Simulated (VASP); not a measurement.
# BAs (boron arsenide) (F-43m) in VASP: notebook, part 2 of 2

VASP 6.6.1. Earlier steps stand in the parts before.

### Step 3. Relaxation of cell and atoms, PBE

This run uses another cell than the first one, of 13.63 Å³/atom, 0.980 times its volume.

File INCAR:

```
SYSTEM = BAs
PREC     = Accurate       ! precision mode
ENCUT    = 600            ! plane-wave cutoff, eV
EDIFF    = 1E-6           ! SCF threshold, eV
ISMEAR   = 0              ! smearing method
SIGMA    = 0.01           ! smearing width, eV
LREAL    = .FALSE.        ! projectors in reciprocal space
LASPH    = .TRUE.         ! aspherical terms in the spheres
NELM     = 80             ! most SCF steps
ALGO     = Normal         ! electronic algorithm
ISIF     = 3              ! what is computed and relaxed
LWAVE    = .FALSE.        ! write WAVECAR
LCHARG   = .FALSE.        ! write CHGCAR
GGA      = PE             ! functional
IBRION   = 2              ! ionic algorithm
NSW      = 80             ! ionic steps
EDIFFG   = -0.002         ! ionic threshold
```

File KPOINTS:

```
Automatic mesh
0
G
  12 12 12
  0 0 0
```

File POSCAR:

```
BAs
1.0
    0.0000000000      2.3885000000      2.3885000000
    2.3885000000      0.0000000000      2.3885000000
    2.3885000000      2.3885000000      0.0000000000
B As
1 1
Direct
    0.0000000000      0.0000000000      0.0000000000
    0.2500000000      0.2500000000      0.2500000000
```

Potentials or basis: VASP PAW PBE potentials, release 64 (B, As).

The run is started by

```bash
> cat potpaw_PBE.64/B/POTCAR potpaw_PBE.64/As/POTCAR > POTCAR
> mpirun -np 1 vasp_std > vasp.out
```

OUTCAR:

```text
SYSTEM = BAs
   PREC = Accurate
   ENCUT = 600
   EDIFF = 1E-6
   ISMEAR = 0
   LREAL = .FALSE.
   LASPH = .TRUE.
   NELM = 80
   ISIF = 3
   GGA = PE
   IBRION = 2
   NSW = 80
   EDIFFG = -0.002

 ion  position               nearest neighbor table
   1  0.000  0.000  0.000-   2 2.07   2 2.07   2 2.07   2 2.07
   2  0.250  0.250  0.250-   1 2.07   1 2.07   1 2.07   1 2.07

  LATTYP: Found a face centered cubic cell.
 ALAT       =     4.7770000000

  Lattice vectors:

 A1 = (   0.0000000000,   2.3885000000,   2.3885000000)
 A2 = (   2.3885000000,   0.0000000000,   2.3885000000)
 A3 = (   2.3885000000,   2.3885000000,   0.0000000000)

Analysis of symmetry for initial positions (statically):
=====================================================================
 Subroutine PRICEL returns:
 Original cell was already a primitive cell.

 Routine SETGRP: Setting up the symmetry group for a
 face centered cubic supercell.

 Subroutine GETGRP returns: Found 24 space group operations
 (whereof 24 operations were pure point group operations)
 out of a pool of 48 trial point group operations.

The static configuration has the point symmetry T_d .

Analysis of symmetry for dynamics (positions and initial velocities):
=====================================================================
 Subroutine PRICEL returns:
 Original cell was already a primitive cell.

 Routine SETGRP: Setting up the symmetry group for a
 face centered cubic supercell.

 Subroutine GETGRP returns: Found 24 space group operations
 (whereof 24 operations were pure point group operations)
 out of a pool of 48 trial point group operations.

The dynamic configuration has the point symmetry T_d .

 Subroutine INISYM returns: Found 24 space group operations
 (whereof 24 operations are pure point group operations),
 and found     1 'primitive' translations

----------------------------------------------------------------------------------------

                                     Primitive cell

  volume of cell :      27.2525

  direct lattice vectors                    reciprocal lattice vectors
     0.000000000  2.388500000  2.388500000    -0.209336404  0.209336404  0.209336404
     2.388500000  0.000000000  2.388500000     0.209336404 -0.209336404  0.209336404
     2.388500000  2.388500000  0.000000000     0.209336404  0.209336404 -0.209336404

  length of vectors
     3.377849094  3.377849094  3.377849094     0.362581287  0.362581287  0.362581287

  position of ions in fractional coordinates (direct lattice)
     0.000000000  0.000000000  0.000000000
     0.250000000  0.250000000  0.250000000

  ion indices of the primitive-cell ions
   primitive index   ion index
                 1           1
                 2           2

----------------------------------------------------------------------------------------

 KPOINTS: Automatic mesh

Automatic generation of k-mesh.
 Grid dimensions read from file:
 generate k-points for:   12   12   12

 Generating k-lattice:
[... 23 lines left out ...]
  0.333333  0.000000  0.000000      8.000000
  0.416667  0.000000  0.000000      8.000000
[... 16 lines left out ...]
  0.500000  0.166667  0.000000     24.000000
 -0.416667  0.166667  0.000000     24.000000
 [... further k-points ...]
   k-points           NKPTS =     72   k-points in BZ     NKDIM =     72   number of bands    NBANDS=      8
   number of dos      NEDOS =    301   number of ions     NIONS =      2
   total plane-waves  NPLWV =  21952
   dimension x,y,z NGX =    28 NGY =   28 NGZ =   28
   dimension x,y,z NGXF=    56 NGYF=   56 NGZF=   56
   ions per type =               1   1
   NGX,Y,Z   is equivalent  to a cutoff of  13.78, 13.78, 13.78 a.u.
   NGXF,Y,Z  is equivalent  to a cutoff of  27.56, 27.56, 27.56 a.u.
 SYSTEM =  BAs
   PREC   = accura    normal or accurate (medium, high low for compatibility)
   ISTART =      0    job   : 0-new  1-cont  2-samecut
   ICHARG =      2    charge: 1-file 2-atom 10-const
   ISPIN  =      1    spin polarized calculation?
   LNONCOLLINEAR =      F non collinear calculations
   LSORBIT =      F    spin-orbit coupling
   LASPH  =      T    aspherical Exc in radial PAW
   ENCUT  =  600.0 eV  44.10 Ry    6.64 a.u.   6.75  6.75  6.75*2*pi/ulx,y,z
   NELM   =     80;   NELMIN=  2; NELMDL= -5     # of ELM steps
   EDIFF  = 0.1E-05   stopping-criterion for ELM
   LREAL  =      F    real-space projection
   EDIFFG = -.2E-02   stopping-criterion for IOM
   NSW    =     80    number of steps for IOM
   IBRION =      2    ionic relax: 0-MD 1-quasi-New 2-CG
   NFREE  =      1    steps in history (QN), initial steepest desc. (CG)
   ISIF   =      3    stress and relaxation
   ISYM   =      2    0-nonsym 1-usesym 2-fastsym
   POTIM  = 0.5000    time-step for ionic-motion
   TEBEG  =    0.0;   TEEND  =   0.0 temperature during run
   PSTRESS=    0.0 pullay stress
   NELECT =       8.0000    total number of electrons
   NUPDOWN=      -1.0000    fix difference up-down
   EMIN   =  10.00;   EMAX   =-10.00  energy-range for DOS
   EFERMI =   0.00;   METHOD = LEGACY
   ISMEAR =     0;   SIGMA  =   0.01  broadening in eV -4-tet -1-fermi 0-gaus
   EFERMI_NEDOS =   21; number of points for ismear=-14 and -15
   IALGO  =     38    algorithm
   IMIX   =      4    mixing-type and parameters
     AMIX     =   0.40;   BMIX     =  1.00
     AMIX_MAG =   1.60;   BMIX_MAG =  1.00
  volume/ion in A,a.u.               =      13.63        91.95
  Fermi-wavevector in a.u.,A,eV,Ry     =   1.088018  2.056057 16.106360  1.183784
  Thomas-Fermi vector in A             =   2.224191
   LORBIT       =      0    0 simple, 1 ext, 2 COOP (PROOUT), +10 PAW based schemes
   GGA     = PE    functional components
   LHFCALC =     F    Hartree Fock is set to
   AEXX    =    0.0000 exact exchange contribution
   IVDW    =     0    specifies the selected vdW correction
   LEPSILON=     F    determine dielectric tensor
   LRPA    =     F    only Hartree local field effects (RPA)
 conjugate gradient relaxation of ions
 non-spin polarized calculation
 Gauss-broadening in eV      SIGMA  =   0.01
  energy-cutoff  :      600.00
  volume of cell :       27.25
 maximum number of plane-waves:       941
   NGX = 13   NGY = 13   NGZ = 13

--------------------------------------- Ionic step        1  -------------------------------------------

 number of electron       8.0000000 magnetization

 Free energy of the ion-electron system (eV)
  ---------------------------------------------------
  ext. energy  EPLUGINS =         0.00000000
  ---------------------------------------------------
  free energy    TOTEN  =       -11.40763060 eV

  energy without entropy =      -11.40763060  energy(sigma->0) =      -11.40763060

------------------------ aborting loop because EDIFF is reached ----------------------------------------

  FORCE on cell =-STRESS in cart. coord.  units (eV):
  Direction    XX          YY          ZZ          XY          YZ          ZX
  --------------------------------------------------------------------------------------
  -------------------------------------------------------------------------------------
  Total        0.5815131      0.5815131      0.5815131      0.0000000      0.0000000      0.0000000
  in kB       34.1872620     34.1872620     34.1872620      0.0000000      0.0000000      0.0000000
  external PRESSURE =      34.1872620 kB  Pullay stress =       0.0000000 kB
[... 59 lines left out ...]
--------------------------------------- Ionic step        3  -------------------------------------------

 number of electron       8.0000000 magnetization

 Free energy of the ion-electron system (eV)
  ---------------------------------------------------
  ext. energy  EPLUGINS =         0.00000000
  ---------------------------------------------------
  free energy    TOTEN  =       -11.41471254 eV

  energy without entropy =      -11.41471254  energy(sigma->0) =      -11.41471254

 E-fermi :   5.9591     XC(G=0): -10.4779

 val. band max:        5.8567897777   @ k =   0.0000   0.0000   0.0000
 cond. band min:       7.0661318687   @ k =   0.4167   0.4167   0.0000
 fundamental gap:      1.2093420909
 Fermi energy:         5.9590815554

 k-point     1 :       0.0000    0.0000    0.0000
  band No.  band energies     occupation
      1      -9.3217      2.00000
      2       5.8568      2.00000
      3       5.8568      2.00000
      4       5.8568      2.00000
      5       9.1029      0.00000
      6       9.1029      0.00000
      7       9.1029      0.00000
      8      10.2330      0.00000
[... 243 lines left out ...]
 k-point    24 :      -0.4167    0.1667    0.0000
  band No.  band energies     occupation
      1      -6.2487      2.00000
      2      -2.3793      2.00000
      3       1.9813      2.00000
      4       3.5719      2.00000
      5       9.0414      0.00000
      6      11.2947      0.00000
      7      11.8336      0.00000
      8      14.9381      0.00000

 [... further k-points ...]
[... 5 lines left out ...]
  --------------------------------------------------------------------------------------
  -------------------------------------------------------------------------------------
  Total        0.0010317      0.0010317      0.0010317      0.0000000     -0.0000000      0.0000000
  in kB        0.0591787      0.0591787      0.0591787      0.0000000     -0.0000000      0.0000000
  external PRESSURE =       0.0591787 kB  Pullay stress =       0.0000000 kB
[... 17 lines left out ...]
  FREE ENERGIE OF THE ION-ELECTRON SYSTEM (eV)
  ---------------------------------------------------
  free  energy   TOTEN  =       -11.4147125407 eV

  energy  without entropy=      -11.4147125407  energy(sigma->0) =      -11.41471254

 reached required accuracy - stopping structural energy minimisation
```

It took 23 s on 1 thread of Intel Xeon Platinum 8488C (Sapphire Rapids), shared host; peak memory 0.17 GiB.

Results:

| Quantity | Value |
| --- | --- |
| Free energy | -11.4147 eV |
| Relaxed volume | 13.97 Å³/atom |
| Relaxed cell | a = 3.406 Å, b = 3.406 Å, c = 3.406 Å, α = 60.00°, β = 60.00°, γ = 60.00° |
| Space group after relaxing (to 0.05 Å) | F-43m (No. 216) |
| Energy gained by relaxing | 3.5 meV/atom |
| Ionic steps | 3 |
| Pressure after relaxing | 0.0 GPa |
| Band gap on the k mesh | 1.21 eV, indirect (least direct gap 3.25 eV) |

The path:
| step | energy change (eV) | largest force (eV/Å) | pressure (GPa) | volume (Å³) |
| --- | --- | --- | --- | --- |
| 1 | 0.0000 | 0.0000 | 3.42 | 27.25 |
| 2 | -0.0037 | 0.0000 | -2.18 | 28.42 |
| 3 | -0.0071 | 0.0000 | 0.01 | 27.93 |

Final structure:
```
B As
1.0
     0.00000    2.40818    2.40818
     2.40818    0.00000    2.40818
     2.40818    2.40818    0.00000
B As
1 1
Direct
  0.00000 0.00000 0.00000
  0.25000 0.25000 0.25000
```

A k mesh can miss the band edges. PBE gaps usually lie below the measured ones, often by a third to a half.
